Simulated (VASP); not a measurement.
Here is a VASP 6.6.1 calculation.

Contents of INCAR:

```
SYSTEM = C
ALGO     = Normal         ! electronic algorithm
DIPOL    = 0.5 0.5 0.500
EDIFF    = 1E-6           ! SCF threshold, eV
ENCUT    = 520            ! plane-wave cutoff, eV
GGA      = PE             ! functional
IDIPOL   = 3            
ISIF     = 2              ! what is computed and relaxed
ISMEAR   = 0              ! smearing method
IVDW     = 12             ! dispersion correction
LASPH    = .True.         ! aspherical terms in the spheres
LCHARG   = .False.        ! write CHGCAR
LDIPOL   = .True.       
LREAL    = .False.        ! projectors in reciprocal space
LWAVE    = .False.        ! write WAVECAR
NBANDS   = 11             ! bands
NELM     = 100            ! most SCF steps
PREC     = Accurate       ! precision mode
SIGMA    = 0.05           ! smearing width, eV
```

The input KPOINTS:

```
k-points
0
Gamma
  15 15 1
  0 0 0
```

Contents of POSCAR:

```
C
1.0
    2.4560959400      0.0000000000      0.0000000000
   -1.2280479700      2.1270618200      0.0000000000
    0.0000000000      0.0000000000     17.0000000000
C
2
Direct
    0.0833794600      0.1667589200      0.5000000000
    0.4166205400      0.8332410800      0.5000000000
```

Potentials or basis: VASP PAW PBE potentials, release 64 (C).

Command:

```sh
$ cat potpaw_PBE.64/C/POTCAR > POTCAR
$ mpirun -np 1 vasp_std > vasp.out
```

**Question.** Predict the largest force.

**Answer.** 0.015 eV/Å.

**Question.** What does it give for the dispersion energy per atom?

**Answer.** -0.089 eV.

Forces in eV/Å, atoms in the order of the input:
```
C    0.000 -0.015  0.000
C    0.000  0.015  0.000
```
